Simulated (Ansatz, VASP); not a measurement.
Two plane-wave programs on C

```
C
1.0
     0.00000    1.77124    1.77124
     1.78014   -0.00890    1.78014
     1.78014    1.78014   -0.00890
C
2
Direct
  0.50000 0.50000 0.50000
  0.75000 0.75000 0.75000
```

Change from the starting cell: strain -0.0100 x Voigt [0, 0, 0, 1, 0, 0], atoms carried along.

Alike in both runs: task single point; functional r2SCAN; k mesh 12 × 12 × 12; occupations gaussian, width 0.05 eV; no spin polarisation.

```csv
,VASP,Ansatz
version,VASP 6.6.1,Ansatz 0.2.0
potentials or method,"VASP PAW PBE potentials, release 64 (C_h), cutoff 910 eV","scalar-relativistic, plane waves, PAW"
valence electrons in the cell,8,8
```

Ansatz gave:

| Item | Value |
| --- | --- |
| gap on the k mesh at the Fermi level (eV) | 4.38 |
| least direct gap on the mesh (eV) | 5.74 |
| rms of the force components (eV/Å) | 0.013 |

**Question.** Estimate VASP's values.

**Answer.** gap on the k mesh at the Fermi level (eV): 4.38; least direct gap on the mesh (eV): 5.74; rms of the force components (eV/Å): 0.012.

VASP's potentials were made for PBE, not for r2SCAN. Atom by atom the forces differ by 0.001 eV/Å (rms over components). The functional is the same, so the differences come from potentials, cutoffs and numerics.

Noted on VASP's run: the cutoff is short for stress, so the pressure is rough.
